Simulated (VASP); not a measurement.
A run of VASP 6.6.1 is set up as follows.

File INCAR:

```
ALGO = Normal
EDIFF = 1E-6
ENCUT = 520
GGA = PS
ISIF = 2
ISMEAR = 0
LASPH = True
LCHARG = True
LELF = True
LREAL = False
LVHAR = True
LWAVE = False
NBANDS = 16
NELM = 60
PREC = Accurate
SIGMA = 0.05
```

KPOINTS

```
k-points
0
Gamma
  12 12 6
```

File POSCAR:

```
BN
1.0
    2.5539396017      0.0000000000      0.0000000000
   -1.2769698009      2.2117765748      0.0000000000
    0.0000000000      0.0000000000      4.2268550000
B N
2 2
Direct
    0.6666666667      0.3333333333      0.9997240000
    0.3333333333      0.6666666667      0.4997240000
    0.6666666667      0.3333333333      0.6430196889
    0.3333333333      0.6666666667      0.1430196889
```

Potentials or basis: VASP PAW PBE potentials, release 64 (B, N).

Launch:

```console
$ cat potpaw_PBE.64/B/POTCAR potpaw_PBE.64/N/POTCAR > POTCAR
$ mpirun -np 1 vasp_std > vasp.out
```

**Question.** What does it give for the largest force?

**Answer.** 2.015 eV/Å.

**Question.** What does it give for the pressure?

**Answer.** -4.4 GPa.

**Question.** Predict the band gap on the k mesh.

**Answer.** 3.80 eV, indirect (least direct gap 7.51 eV).

Forces on the atoms (eV/Å):
```
B    0.000  0.000  2.015
B    0.000  0.000  2.015
N    0.000  0.000 -2.015
N    0.000  0.000 -2.015
```

Caveat: the cell differs from its parent crystal (all N atoms moved +0.075 Å, as atom 3 along Cartesian [0 0 1]); the PAW data sets were made with another functional, which shifts forces and pressure a little. A k mesh can miss the band edges.
